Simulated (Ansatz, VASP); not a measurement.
BN: VASP beside Ansatz

File POSCAR:

```
BN
1.0
    2.5009753125      0.0000000000      0.0000000000
   -1.2504876563      2.1659081548      0.0000000000
    0.0000000000      0.0000000000      7.1491281320
B N
2 2
Direct
    0.3333333333      0.6666666667      0.2500000000
    0.6666666667      0.3333333333      0.7500000000
    0.3333333333      0.6666666667      0.7500000000
    0.6666666667      0.3333333333      0.2500000000
```

File INCAR.step1:

```
SYSTEM = BN
PREC = Accurate ; ENCUT = 520
ISMEAR = 0 ; SIGMA = 0.05
LREAL = .False. ; LASPH = .True.
NELM = 80 ; NBANDS = 16
GGA = PE ; ALGO = Normal
EDIFF = 1E-4 ; LWAVE = .True.
LCHARG = .False.
```

File INCAR.step2:

```
SYSTEM = BN
PREC = Accurate ; ENCUT = 520
EDIFF = 1E-6 ; ISMEAR = 0
SIGMA = 0.05 ; LREAL = .False.
LASPH = .True. ; NELM = 80
ALGO = Normal ; ISIF = 2
LWAVE = .False. ; LCHARG = .True.
METAGGA = R2SCAN ; LMIXTAU = .True.
LELF = .True. ; LVHAR = .True.
NBANDS = 16 ; ISTART = 1
```

The input KPOINTS:

```
Automatic mesh
0
Gamma
  12 12 4
  0 0 0
```

Input for Ansatz:

```yaml
crystal:
  lattice:
    - [2.5009753125, 0.0, 0.0]
    - [-1.2504876563, 2.1659081548, 0.0]
    - [0.0, 0.0, 7.149128132]
  atoms:
    - { symbol: B, position: [0.3333333333, 0.6666666667, 0.25] }
    - { symbol: B, position: [0.6666666667, 0.3333333333, 0.75] }
    - { symbol: "N", position: [0.3333333333, 0.6666666667, 0.75] }
    - { symbol: "N", position: [0.6666666667, 0.3333333333, 0.25] }
basis:
  ecutwfc: 500
kpoints:
  mp_grid: { grid: [12, 12, 4] }
hamiltonian:
  xc: r2scan
scf:
  occupations: { method: gaussian, width: 0.05 }
output:
  forces: true
  stress: true
  eigenvalues: true
```

Change from the starting cell: strain +0.0400 x Voigt [0, 0, 1, 0, 0, 0], atoms carried along.

Alike in both runs: task single point; functional r2SCAN; k mesh 12 × 12 × 4; occupations gaussian, width 0.05 eV; no spin polarisation.

|  | VASP | Ansatz |
| --- | --- | --- |
| version | VASP 6.6.1 | Ansatz 0.2.0 |
| potentials or method | VASP PAW PBE potentials, release 64 (B, N), cutoff 520 eV | scalar-relativistic, plane waves, PAW |
| valence electrons in the cell | 16 | 16 |

|  | VASP | Ansatz | Ansatz less VASP |
| --- | --- | --- | --- |
| gap on the k mesh at the Fermi level (eV) | 4.98 | 4.95 | -0.039 |
| least direct gap on the mesh (eV) | 5.38 | 5.32 | -0.061 |
| pressure (GPa) | 0.1 | -0.2 | -0.36 |
| traceless stress, the component that is largest in VASP (GPa) | -0.99 | -0.36 | +0.635 |

VASP's potentials were made for PBE, not for r2SCAN. With one functional, cell and mesh, what is left measures potentials, basis and numerics.
